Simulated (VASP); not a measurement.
# ZnO (P6_3mc) in VASP: further runs, part 2 of 2

VASP 6.6.1. Earlier steps stand in the parts before.

**3. Single point, PBE (12.08 Å³/atom)**

This run uses another cell than the first one, of 12.08 Å³/atom.

Input file INCAR:

```
ALGO = Normal ; EDIFF = 1E-6
ENCUT = 600 ; GGA = PE
GGA_COMPAT = F ; ISIF = 2
ISMEAR = 0 ; LASPH = T
LCHARG = F ; LREAL = F
LWAVE = F ; NBANDS = 26
NELM = 120 ; PREC = Accurate
SIGMA = 0.05
```

Input file KPOINTS:

```
k-points
0
Gamma
  12 12 8
```

Input file POSCAR:

```
ZnO
1.0
    3.2574297751      0.0000000000      0.0000000000
   -1.6287148875      2.8210169363      0.0000000000
    0.0000000000      0.0000000000      5.2579301915
Zn O
2 2
Direct
    0.3333333333      0.6666666667      0.0015089686
    0.6666666667      0.3333333333      0.5015089686
    0.3333333333      0.6666666667      0.3805910314
    0.6666666667      0.3333333333      0.8805910314
```

Potentials or basis: VASP PAW PBE potentials, release 64 (Zn, O).

The run is started by

```bash
cat potpaw_PBE.64/Zn/POTCAR potpaw_PBE.64/O/POTCAR > POTCAR
mpirun -np 1 vasp_std > vasp.out
```

Run time: 3.1 min. Hardware: 1 thread of Intel Xeon 8259CL, shared host; peak memory 0.25 GiB.

The run converged. Its results:

| Property | Result |
| --- | --- |
| Free energy | -17.8499 eV |
| Pressure | 3.6 GPa |
| Band gap on the k mesh | 0.76 eV |

Levels at points of the mesh, in eV from the valence-band top:
```
           k point  band 15  band 16  band 17  band 18  band 19  band 20  band 21  band 22
(0.00, 0.00, 0.00)    -0.78    -0.08     0.00     0.00     0.76     5.17     8.14    12.83
(0.50, 0.00, 0.00)    -2.78    -2.21    -1.27    -0.82     5.71     6.85     7.55     8.41
(0.00, 0.00, 0.50)    -0.38    -0.38    -0.38    -0.38     3.41     3.41    10.00    10.00
(0.50, 0.00, 0.50)    -1.47    -1.47    -1.35    -1.35     5.68     5.68     8.34     8.34
```

Caveat: the cell stands under pressure.

**4. Single point, PBE**

This run uses another cell than the first one, of 12.33 Å³/atom.

Input file INCAR:

```
PREC = Accurate
ENCUT = 600
EDIFF = 1E-6
ISMEAR = 0
SIGMA = 0.05
LREAL = F
LASPH = T
NELM = 120
ALGO = Normal
ISIF = 2
LWAVE = F
LCHARG = F
GGA = PE
NBANDS = 26
GGA_COMPAT = F
```

Input file KPOINTS:

```
Automatic mesh
0
Gamma
  12 12 8
```

Input file POSCAR:

```
ZnO
1.0
    3.2794401034      0.0000000000      0.0000000000
   -1.6397200517      2.8400784397      0.0000000000
    0.0000000000      0.0000000000      5.2934578245
Zn O
2 2
Direct
    0.3333333333      0.6666666667      0.0015089686
    0.6666666667      0.3333333333      0.5015089686
    0.3333333333      0.6666666667      0.3805910314
    0.6666666667      0.3333333333      0.8805910314
```

The run is started by

```bash
cat potpaw_PBE.64/Zn/POTCAR potpaw_PBE.64/O/POTCAR > POTCAR
mpirun -np 1 vasp_std > vasp.out
```

Wall time 3.4 min (1 thread of Intel Xeon 8259CL, shared host); peak memory 0.26 GiB.

Results (log left out):

* Free energy: -17.8647 eV
* Pressure: 0.7 GPa
* Band gap on the k mesh: 0.73 eV

Levels at points of the mesh, in eV from the valence-band top:
```
           k point  band 16  band 17  band 18  band 19  band 20  band 21
(0.00, 0.00, 0.00)    -0.08     0.00     0.00     0.73     5.09     8.07
(0.50, 0.00, 0.00)    -2.14    -1.23    -0.79     5.62     6.82     7.53
(0.00, 0.00, 0.50)    -0.37    -0.37    -0.37     3.36     3.36     9.91
(0.50, 0.00, 0.50)    -1.43    -1.32    -1.32     5.64     5.64     8.23
```

**5. Single point, PBE**

This run uses another cell than the first one, of 12.33 Å³/atom.

Input file INCAR:

```
SYSTEM = ZnO
PREC = Accurate
ENCUT = 600
EDIFF = 1E-6
ISMEAR = 0
SIGMA = 0.05
LREAL = .FALSE.
LASPH = .TRUE.
NELM = 120
ALGO = Normal
ISIF = 2
LWAVE = .FALSE.
LCHARG = .FALSE.
GGA = PE
NBANDS = 26
GGA_COMPAT = .FALSE.
```

Input file KPOINTS:

```
Automatic mesh
0
G
  12 12 8
  0 0 0
```

POSCAR is that of step 4.

The run is started by

```bash
cat potpaw_PBE.64/Zn/POTCAR potpaw_PBE.64/O/POTCAR > POTCAR
mpirun -np 1 vasp_std > vasp.out
```

Run time: 3.4 min. Hardware: 1 thread of Intel Xeon 8259CL, shared host; peak memory 0.26 GiB.

It converged, with:

```
Free energy            : -17.8647 eV
Pressure               : 0.7 GPa
Band gap on the k mesh : 0.73 eV
```

Levels at points of the mesh, in eV from the valence-band top:
| k point | band 14 | band 15 | band 16 | band 17 | band 18 | band 19 | band 20 | band 21 | band 22 | band 23 |
| --- | --- | --- | --- | --- | --- | --- | --- | --- | --- | --- |
| (0.00, 0.00, 0.00) | -0.75 | -0.75 | -0.08 | 0.00 | 0.00 | 0.73 | 5.09 | 8.07 | 12.73 | 12.73 |
| (0.50, 0.00, 0.00) | -3.44 | -2.72 | -2.14 | -1.23 | -0.79 | 5.62 | 6.82 | 7.53 | 8.27 | 10.40 |
| (0.00, 0.00, 0.50) | -2.23 | -0.37 | -0.37 | -0.37 | -0.37 | 3.36 | 3.36 | 9.91 | 9.91 | 13.02 |
| (0.50, 0.00, 0.50) | -3.69 | -1.43 | -1.43 | -1.32 | -1.32 | 5.64 | 5.64 | 8.23 | 8.23 | 11.15 |

**6. Single point, PBE+D3(BJ)**

This run uses another cell than the first one, of 12.33 Å³/atom.

INCAR, as its differences from that of step 5:

```diff
@@ -12,4 +12,7 @@
 LWAVE = .FALSE.
-LCHARG = .FALSE.
+LCHARG = .TRUE.
 GGA = PE
+IVDW = 12
+LELF = .TRUE.
+LVHAR = .TRUE.
 NBANDS = 26
```

KPOINTS is that of step 5.

POSCAR is that of step 5.

Potentials or basis: VASP PAW PBE potentials, release 64 (Zn, O).

The run is started by

```bash
cat potpaw_PBE.64/Zn/POTCAR potpaw_PBE.64/O/POTCAR > POTCAR
mpirun -np 1 vasp_std > vasp.out
```

OUTCAR:

```text
SYSTEM = ZnO
   PREC = Accurate
   ENCUT = 600
   EDIFF = 1E-6
   ISMEAR = 0
   LREAL = .FALSE.
   LASPH = .TRUE.
   NELM = 120
   ISIF = 2
   GGA = PE
   IVDW = 12
 IVDW          = 12

 ion  position               nearest neighbor table
   1  0.333  0.667  0.002-   4 2.00   4 2.00   4 2.00   3 2.01
   2  0.667  0.333  0.502-   3 2.00   3 2.00   3 2.00   4 2.01
   3  0.333  0.667  0.381-   2 2.00   2 2.00   2 2.00   1 2.01
   4  0.667  0.333  0.881-   1 2.00   1 2.00   1 2.00   2 2.01

  LATTYP: Found a hexagonal cell.
[... 902 lines left out ...]
  Direction    XX          YY          ZZ          XY          YZ          ZX
  --------------------------------------------------------------------------------------
  -------------------------------------------------------------------------------------
  Total      -0.66141    -0.66141    -0.65320     0.00000    -0.00000     0.00000
  in kB     -21.49361   -21.49361   -21.22706     0.00000    -0.00000     0.00000
  external pressure =      -21.40 kB  Pullay stress =        0.00 kB

 VOLUME and BASIS-vectors are now :
 -----------------------------------------------------------------------------
  energy-cutoff  :      600.00
  volume of cell :       49.30
      direct lattice vectors                 reciprocal lattice vectors
     3.279440103  0.000000000  0.000000000     0.304930100  0.176051476  0.000000000
    -1.639720052  2.840078440  0.000000000     0.000000000  0.352102951  0.000000000
     0.000000000  0.000000000  5.293457824     0.000000000  0.000000000  0.188912434

 POSITION                                       TOTAL-FORCE (eV/Angst)
 -----------------------------------------------------------------------------------
     -0.00000      1.89339      0.00799        -0.000000     -0.000000      0.002556
      1.63972      0.94669      2.65472         0.000000      0.000000      0.002556
     -0.00000      1.89339      2.01464         0.000000     -0.000000     -0.002556
      1.63972      0.94669      4.66137        -0.000000      0.000000     -0.002556
 -----------------------------------------------------------------------------------
    total drift:                               -0.000000      0.000000     -0.001185

  FREE ENERGIE OF THE ION-ELECTRON SYSTEM (eV)
  ---------------------------------------------------
  free  energy   TOTEN  =       -18.7299899126 eV

  energy  without entropy=      -18.7299899126  energy(sigma->0) =      -18.72998991
```

stdout:

```text
POSCAR found type information on POSCAR ZnO
 POSCAR found :  2 types and       4 ions
 scaLAPACK will be used
 LDA part: xc-table for (Slater+PW92), standard interpolation
 POSCAR, INCAR and KPOINTS ok, starting setup
 FFT: planning ... GRIDC
 FFT: planning ... GRID_SOFT
 FFT: planning ... GRID
 WAVECAR not read
 entering main loop
```

It took 3.3 min on 1 thread of Intel Xeon 8259CL, shared host; peak memory 0.27 GiB.

Results:

| Property | Result |
| --- | --- |
| Free energy | -18.7300 eV |
| Pressure | -2.1 GPa |
| Band gap on the k mesh | 0.73 eV |
| Dispersion energy per atom | -0.216 eV |

Forces on the atoms (eV/Å):
```
Zn   0.000  0.000  0.003
Zn   0.000  0.000  0.003
O    0.000  0.000 -0.003
O    0.000  0.000 -0.003
```

Levels at points of the mesh, in eV from the valence-band top:
```tsv
k point	band 15	band 16	band 17	band 18	band 19	band 20	band 21	band 22
(0.00, 0.00, 0.00)	-0.75	-0.08	0.00	0.00	0.73	5.09	8.07	12.73
(0.50, 0.00, 0.00)	-2.72	-2.14	-1.23	-0.79	5.62	6.82	7.53	8.27
(0.00, 0.00, 0.50)	-0.37	-0.37	-0.37	-0.37	3.36	3.36	9.91	9.91
(0.50, 0.00, 0.50)	-1.43	-1.43	-1.32	-1.32	5.64	5.64	8.23	8.23
```

Caveat: three body term missing. A k mesh can miss the band edges.

**7. Summary**

```csv
level,cell,gap on the mesh (eV),pressure (GPa)
PBE,"a = 3.235, b = 3.235, c = 5.222 Å, angles 90.0, 90.0, 120.0°, 4 atoms",0.79,6.7
PBE,"a = 3.257, b = 3.257, c = 5.258 Å, angles 90.0, 90.0, 120.0°, 4 atoms",0.76,3.6
PBE,"a = 3.279, b = 3.279, c = 5.293 Å, angles 90.0, 90.0, 120.0°, 4 atoms",0.73,0.7
PBE+D3(BJ),"a = 3.279, b = 3.279, c = 5.293 Å, angles 90.0, 90.0, 120.0°, 4 atoms",0.73,-2.1
```

Alike in all rows: task single point; potentials or basis VASP PAW PBE potentials, release 64 (Zn, O); no spin polarisation; k mesh 12 × 12 × 8; cutoff (eV) 600; smearing gaussian 0.05 eV.

Caveats: the cell stands under pressure (at least some runs); three body term missing (at least some runs).

Absolute energies hang on the potentials; compare differences alone.

**8. How close it comes**

Step 4. A measured gap of ZnO is 3.37 eV (quoted in “Electronic structure of alkaline earth and post-transition metal oxides”, 2009, arxiv:0908.1581); the calculated 0.73 eV misses it by -2.64 eV. So large a miss can be the level of theory's own, or it may mean another phase, state or a wrong row. The value is that of PBE on a finite k mesh, which can miss the band edges, without temperature or zero-point motion. Semilocal functionals fall short of measured gaps as a rule.

Step 5. A measured gap of ZnO is 3.37 eV (quoted in “Electronic structure of alkaline earth and post-transition metal oxides”, 2009, arxiv:0908.1581); the calculated 0.73 eV misses it by -2.64 eV. So large a miss can be the level of theory's own, or it may mean another phase, state or a wrong row. The value is that of PBE on a finite k mesh, which can miss the band edges, without temperature or zero-point motion. Semilocal functionals fall short of measured gaps as a rule.
